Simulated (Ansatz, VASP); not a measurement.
## Two plane-wave programs on Si

```
Si
1.0
     0.00000    5.43000    5.43000
     5.43000    0.00000    5.43000
     5.43000    5.43000    0.00000
Si
17
Direct
  0.99660 0.99691 0.00297
  0.12239 0.12289 0.13159
  0.99888 0.00042 0.50005
  0.12223 0.12292 0.62264
  0.99665 0.50325 0.00296
  0.12622 0.62459 0.12437
  0.99651 0.50328 0.49666
  0.12227 0.63197 0.62262
  0.50267 0.99695 0.00325
  0.62426 0.12632 0.12454
  0.50250 0.99701 0.49686
  0.63039 0.12319 0.62303
  0.49991 0.50002 0.99992
  0.62430 0.62469 0.12454
  0.50256 0.50342 0.49684
  0.62419 0.62470 0.62623
  0.24887 0.25043 0.75006
```

Alike in both runs: functional PBE; k mesh 2 × 2 × 2; occupations fermi-dirac, width 0.05 eV; no spin polarisation.

Ansatz relaxed the structure, and its values are those at the end. VASP's run is a single point on that final structure, the one shown.

|  | VASP | Ansatz |
| --- | --- | --- |
| version | VASP 6.6.1 | Ansatz 0.2.0 |
| potentials or method | VASP PAW PBE potentials, release 64 (Si), cutoff 520 eV | scalar-relativistic, plane waves, PAW |
| valence electrons in the cell | 68 | 68 |

```csv
,VASP,Ansatz,Ansatz less VASP
rms of the force components (eV/Å),0.009,0.009,+0.0008
```

The k mesh is coarse, so the values compare programs but aren't converged.
